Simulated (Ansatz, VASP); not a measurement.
**Two plane-wave programs on Hf7N**

```
Hf N
1.0
     4.22500    2.43930    2.53333
    -4.22500    2.43930    2.53333
     0.00000   -4.87861    2.53333
Hf N
7 1
Cartesian
  -0.6033 -3.1365 3.8000
  3.0179 1.0457 3.8000
  2.4146 -2.0907 3.8000
  -3.0179 -1.0457 3.8000
  0.6033 3.1365 3.8000
  -2.4146 2.0907 3.8000
  0.0000 0.0000 3.8000
  0.0000 0.0000 0.0000
```

Alike in both runs: task relaxation of cell and atoms; functional PBE; k mesh 3 × 3 × 3; occupations gaussian, width 0.2 eV; no spin polarisation.

|  | VASP | Ansatz |
| --- | --- | --- |
| version | VASP 6.6.1 | Ansatz 0.2.0 |
| potentials or method | VASP PAW PBE potentials, release 64 (Hf_pv, N), cutoff 600 eV | scalar-relativistic, plane waves, PAW |
| valence electrons in the cell | 75 | 187 |

|  | VASP | Ansatz | Ansatz less VASP |
| --- | --- | --- | --- |
| gap on the k mesh at the Fermi level, each at its own relaxed structure (eV) | none | none | - |
| relaxed volume (Å³/atom) | 20.14 | 20.32 | +0.182 |
| relaxed length of the cell vector where the two differ most in proportion (Å) | 5.527 | 5.546 | +0.0189 |

A gap of «none» marks a metal or a gap that the smearing closes. VASP's potentials hold 75 valence electrons a cell and Ansatz's 187, so a difference there can come from the potentials and not from the codes.

The k mesh is coarse, so the values compare programs but aren't converged. Neither program's run includes spin-orbit coupling.
